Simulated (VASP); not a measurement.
# W (Im-3m) in VASP: single point with PBE

Aim: the single point of W with PBE.

All numbers are computed with VASP 6.6.1; they aren't measurements. Logs are shortened: lines on timing, memory, paths and dates and some standing lists are left out, and cuts for length are marked.

## (1) The cell of the first run

Symmetry: Im-3m, No. 229, cubic system. The conventional cell has a = 3.185 Å, b = 3.185 Å, c = 3.185 Å, α = 90.00°, β = 90.00°, γ = 90.00°. Within 3.6 Å of W (site symmetry m-3m) lie 14 W at 2.76 to 3.19 Å.

## (2) Single point, PBE

Contents of INCAR:

```
PREC = Accurate
ENCUT = 500
EDIFF = 1E-6
ISMEAR = 0
SIGMA = 0.1
LREAL = False
LASPH = True
NELM = 120
ALGO = Normal
ISIF = 2
LWAVE = False
LCHARG = False
GGA = PE
NBANDS = 13
GGA_COMPAT = False
```

Contents of KPOINTS:

```
regular mesh
0
Gamma
  8 8 8
```

Contents of POSCAR:

```
W
1.0
   -1.5925604100      1.5925604100      1.5925604100
    1.5925604100     -1.5925604100      1.5925604100
    1.5925604100      1.5925604100     -1.5925604100
W
1
Direct
    0.0000000000      0.0000000000      0.0000000000
```

Potentials or basis: VASP PAW PBE potentials, release 64 (W_sv).

Launch:

```sh
cat potpaw_PBE.64/W_sv/POTCAR > POTCAR
mpirun -np 1 vasp_std > vasp.out
```

OUTCAR:

```text
PREC = Accurate
   ENCUT = 500
   EDIFF = 1E-6
   ISMEAR = 0
   LREAL = False
   LASPH = True
   NELM = 120
   ISIF = 2
   GGA = PE

 ion  position               nearest neighbor table
   1  0.000  0.000  0.000-

  LATTYP: Found a body centered cubic cell.
 ALAT       =     3.1851208200

  Lattice vectors:

 A1 = (  -1.5925604100,   1.5925604100,   1.5925604100)
 A2 = (   1.5925604100,  -1.5925604100,   1.5925604100)
 A3 = (   1.5925604100,   1.5925604100,  -1.5925604100)

Analysis of symmetry for initial positions (statically):
=====================================================================
 Subroutine PRICEL returns:
 Original cell was already a primitive cell.

 Routine SETGRP: Setting up the symmetry group for a
 body centered cubic supercell.

 Subroutine GETGRP returns: Found 48 space group operations
 (whereof 48 operations were pure point group operations)
 out of a pool of 48 trial point group operations.

The static configuration has the point symmetry O_h .

Analysis of symmetry for dynamics (positions and initial velocities):
=====================================================================
 Subroutine PRICEL returns:
 Original cell was already a primitive cell.

 Routine SETGRP: Setting up the symmetry group for a
 body centered cubic supercell.

 Subroutine GETGRP returns: Found 48 space group operations
 (whereof 48 operations were pure point group operations)
 out of a pool of 48 trial point group operations.

The dynamic configuration has the point symmetry O_h .

 Subroutine INISYM returns: Found 48 space group operations
 (whereof 48 operations are pure point group operations),
 and found     1 'primitive' translations

----------------------------------------------------------------------------------------

                                     Primitive cell

  volume of cell :      16.1565

  direct lattice vectors                    reciprocal lattice vectors
    -1.592560410  1.592560410  1.592560410     0.000000000  0.313959833  0.313959833
     1.592560410 -1.592560410  1.592560410     0.313959833  0.000000000  0.313959833
     1.592560410  1.592560410 -1.592560410     0.313959833  0.313959833  0.000000000

  length of vectors
     2.758395544  2.758395544  2.758395544     0.444006254  0.444006254  0.444006254

  position of ions in fractional coordinates (direct lattice)
     0.000000000  0.000000000  0.000000000

  ion indices of the primitive-cell ions
   primitive index   ion index
                 1           1

----------------------------------------------------------------------------------------

 KPOINTS: regular mesh

Automatic generation of k-mesh.
 Grid dimensions read from file:
 generate k-points for:    8    8    8

 Generating k-lattice:

  Cartesian coordinates                     Fractional coordinates (reciprocal lattice)
     0.000000000  0.039244979  0.039244979     0.125000000  0.000000000  0.000000000
     0.039244979  0.000000000  0.039244979     0.000000000  0.125000000  0.000000000
     0.039244979  0.039244979  0.000000000     0.000000000  0.000000000  0.125000000

  Length of vectors
     0.055500782  0.055500782  0.055500782

  Shift w.r.t. Gamma in fractional coordinates (k-lattice)
     0.000000000  0.000000000  0.000000000

 Subroutine IBZKPT returns following result:
 ===========================================

 Found     29 irreducible k-points:

 Following reciprocal coordinates:
            Coordinates               Weight
  0.000000  0.000000  0.000000      1.000000
  0.125000  0.000000  0.000000     12.000000
  0.250000  0.000000  0.000000     12.000000
  0.375000  0.000000  0.000000     12.000000
  0.500000  0.000000  0.000000      6.000000
  0.125000  0.125000  0.000000     24.000000
[... 16 lines left out ...]
 -0.250000  0.250000  0.250000      6.000000
 -0.375000  0.375000  0.250000     24.000000
 [... further k-points ...]
   k-points           NKPTS =     29   k-points in BZ     NKDIM =     29   number of bands    NBANDS=     13
   number of dos      NEDOS =    301   number of ions     NIONS =      1
   total plane-waves  NPLWV =   8000
   dimension x,y,z NGX =    20 NGY =   20 NGZ =   20
   dimension x,y,z NGXF=    40 NGYF=   40 NGZF=   40
   ions per type =               1
   NGX,Y,Z   is equivalent  to a cutoff of  12.05, 12.05, 12.05 a.u.
   NGXF,Y,Z  is equivalent  to a cutoff of  24.11, 24.11, 24.11 a.u.
 SYSTEM =  unknown system
   PREC   = accura    normal or accurate (medium, high low for compatibility)
   ISTART =      0    job   : 0-new  1-cont  2-samecut
   ICHARG =      2    charge: 1-file 2-atom 10-const
   ISPIN  =      1    spin polarized calculation?
   LNONCOLLINEAR =      F non collinear calculations
   LSORBIT =      F    spin-orbit coupling
   LASPH  =      T    aspherical Exc in radial PAW
   ENCUT  =  500.0 eV  36.75 Ry    6.06 a.u.   5.03  5.03  5.03*2*pi/ulx,y,z
   NELM   =    120;   NELMIN=  2; NELMDL= -5     # of ELM steps
   EDIFF  = 0.1E-05   stopping-criterion for ELM
   LREAL  =      F    real-space projection
   EDIFFG = 0.1E-04   stopping-criterion for IOM
   NSW    =      0    number of steps for IOM
   IBRION =     -1    ionic relax: 0-MD 1-quasi-New 2-CG
   NFREE  =      0    steps in history (QN), initial steepest desc. (CG)
   ISIF   =      2    stress and relaxation
   ISYM   =      2    0-nonsym 1-usesym 2-fastsym
   POTIM  = 0.5000    time-step for ionic-motion
   TEBEG  =    0.0;   TEEND  =   0.0 temperature during run
   PSTRESS=    0.0 pullay stress
   NELECT =      14.0000    total number of electrons
   NUPDOWN=      -1.0000    fix difference up-down
   EMIN   =  10.00;   EMAX   =-10.00  energy-range for DOS
   EFERMI =   0.00;   METHOD = LEGACY
   ISMEAR =     0;   SIGMA  =   0.10  broadening in eV -4-tet -1-fermi 0-gaus
   EFERMI_NEDOS =   21; number of points for ismear=-14 and -15
   IALGO  =     38    algorithm
   IMIX   =      4    mixing-type and parameters
     AMIX     =   0.40;   BMIX     =  1.00
     AMIX_MAG =   1.60;   BMIX_MAG =  1.00
  volume/ion in A,a.u.               =      16.16       109.03
  Fermi-wavevector in a.u.,A,eV,Ry     =   1.560756  2.949401 33.143226  2.435958
  Thomas-Fermi vector in A             =   2.663921
   LORBIT       =      0    0 simple, 1 ext, 2 COOP (PROOUT), +10 PAW based schemes
   GGA     = PE    functional components
   LHFCALC =     F    Hartree Fock is set to
   AEXX    =    0.0000 exact exchange contribution
   IVDW    =     0    specifies the selected vdW correction
   LEPSILON=     F    determine dielectric tensor
   LRPA    =     F    only Hartree local field effects (RPA)
 non-spin polarized calculation
 Gauss-broadening in eV      SIGMA  =   0.10
  energy-cutoff  :      500.00
  volume of cell :       16.16
 maximum number of plane-waves:       427
   NGX =  9   NGY =  9   NGZ =  9

 number of electron      14.0000000 magnetization

 Free energy of the ion-electron system (eV)
  ---------------------------------------------------
  ext. energy  EPLUGINS =         0.00000000
  ---------------------------------------------------
  free energy    TOTEN  =       -12.95600915 eV

  energy without entropy =      -12.95600752  energy(sigma->0) =      -12.95600833

 E-fermi :  10.9628     XC(G=0): -13.5327

 val. band max:       10.6806740985   @ k =   0.1250   0.0000   0.0000
 cond. band min:      11.2481553726   @ k =  -0.2500   0.2500   0.1250
 fundamental gap:      0.5674812741
 Fermi energy:        10.9627613518

 k-point     1 :       0.0000    0.0000    0.0000
  band No.  band energies     occupation
      1     -63.0353      2.00000
      2     -26.6248      2.00000
      3     -26.6248      2.00000
      4     -26.6248      2.00000
      5       1.6386      2.00000
      6       9.9759      2.00000
      7       9.9759      2.00000
      8       9.9759      2.00000
      9      13.3878      0.00000
     10      13.3878      0.00000
     11      25.6425      0.00000
     12      25.6425      0.00000
     13      25.6425      0.00000

 k-point     2 :       0.1250    0.0000    0.0000
  band No.  band energies     occupation
      1     -63.0175      2.00000
      2     -26.8140      2.00000
      3     -26.6844      2.00000
      4     -26.6256      2.00000
      5       2.3529      2.00000
      6       9.5602      2.00000
      7       9.8324      2.00000
      8      10.6807      1.99993
      9      12.8638      0.00000
     10      13.4041      0.00000
     11      26.1649      0.00000
     12      26.8674      0.00000
     13      27.1725      0.00000

 k-point     3 :       0.2500    0.0000    0.0000
  band No.  band energies     occupation
      1     -62.9741      2.00000
      2     -27.2525      2.00000
      3     -26.8258      2.00000
      4     -26.6278      2.00000
      5       4.0183      2.00000
      6       8.6957      2.00000
      7       9.3559      2.00000
      8      12.6696      0.00000
      9      12.7749      0.00000
     10      13.5726      0.00000
     11      25.8220      0.00000
     12      27.4487      0.00000
     13      30.1070      0.00000
[... 305 lines left out ...]
 k-point    23 :      -0.2500    0.2500    0.2500
  band No.  band energies     occupation
      1     -62.9203      2.00000
      2     -27.2741      2.00000
      3     -27.0426      2.00000
      4     -27.0426      2.00000
      5       5.9975      2.00000
      6       8.4486      2.00000
      7      10.6514      1.99999
      8      10.6514      1.99999
      9      12.5067      0.00000
     10      14.5687      0.00000
     11      25.5224      0.00000
     12      30.3189      0.00000
     13      30.3189      0.00000

 k-point    24 :      -0.3750    0.3750    0.2500
  band No.  band energies     occupation
      1     -62.8822      2.00000
      2     -27.5286      2.00000
      3     -27.1911      2.00000
      4     -27.0775      2.00000
      5       6.7048      2.00000
      6       7.4410      2.00000
      7      10.6581      1.99998
      8      11.4354      0.00000
      9      14.8109      0.00000
     10      15.4388      0.00000
     11      24.6007      0.00000
     12      27.0651      0.00000
     13      28.2472      0.00000

 [... further k-points ...]

------------------------ aborting loop because EDIFF is reached ----------------------------------------

  FORCE on cell =-STRESS in cart. coord.  units (eV):
  Direction    XX          YY          ZZ          XY          YZ          ZX
  --------------------------------------------------------------------------------------
  -------------------------------------------------------------------------------------
  Total        0.0391539      0.0391539      0.0391539      0.0000000     -0.0000000      0.0000000
  in kB        3.8827383      3.8827383      3.8827383      0.0000000     -0.0000000      0.0000000
  external PRESSURE =       3.8827383 kB  Pullay stress =       0.0000000 kB

 VOLUME and BASIS-vectors are now :
 -----------------------------------------------------------------------------
  energy-cutoff  :      500.00
  volume of cell :       16.16
      direct lattice vectors                 reciprocal lattice vectors
    -1.592560410  1.592560410  1.592560410     0.000000000  0.313959833  0.313959833
     1.592560410 -1.592560410  1.592560410     0.313959833  0.000000000  0.313959833
     1.592560410  1.592560410 -1.592560410     0.313959833  0.313959833  0.000000000

 POSITION                                       TOTAL-FORCE (eV/Angst)
 -----------------------------------------------------------------------------------
      0.00000      0.00000      0.00000        -0.000000     -0.000000     -0.000000
 -----------------------------------------------------------------------------------
    total drift:                                0.000000     -0.000000      0.000000

  FREE ENERGIE OF THE ION-ELECTRON SYSTEM (eV)
  ---------------------------------------------------
  free  energy   TOTEN  =       -12.9560091480 eV

  energy  without entropy=      -12.9560075202  energy(sigma->0) =      -12.95600833
```

Run time: 6.1 s. Hardware: 1 thread of Intel Xeon 8259CL, shared host; peak memory 0.12 GiB.

Results:

```yaml
Free_energy: -12.9560 eV
Pressure: 0.4 GPa
Band_gap_on_the_k_mesh: zero (band 7 reaches 16.20 eV, above the bottom of band 8 at 9.98 eV)
```

Caveat: spin-orbit coupling is left out, which moves the levels of the heavy elements.
